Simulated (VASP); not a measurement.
Ir, 2 atoms in the cell. Symmetry: C2/m, No. 12, monoclinic system. The conventional cell has a = 3.811 Å, b = 3.811 Å, c = 3.811 Å, α = 90.00°, β = 90.00°, γ = 90.00°. Within 3.3 Å of Ir (site symmetry m) lie 12 Ir at 2.50 to 2.89 Å.  This cell differs from its parent crystal: atoms displaced along several vibrational modes.

* Program: VASP 6.6.1
* Task: single point
* Functional: LDA
* Potentials or basis: VASP PAW LDA potentials, release 64 (Ir)
* Cutoff: 520 eV
* k mesh: 16 × 16 × 12
* Occupations: gaussian, width 0.15 eV
* Spin: no spin polarisation
* Dipole correction: no
* Further INCAR settings: ALGO = Fast; EDIFF = 1e-06; NBANDS = 16

Potentials or basis: VASP PAW LDA potentials, release 64 (Ir).

The run is started by

```bash
$ cat potpaw_LDA.64/Ir/POTCAR > POTCAR
$ mpirun -np 1 vasp_std > vasp.out
```

Hardware: 1 thread of Intel(R) Xeon(R) Platinum 8488C (Sapphire Rapids), with other jobs on the host.

Estimate the wall time of this run.

It took 3.5 min on 1 thread of Intel(R) Xeon(R) Platinum 8488C (Sapphire Rapids) (shared host), peak memory 0.39 GiB. Counts: scf iterations 19, k points 826.
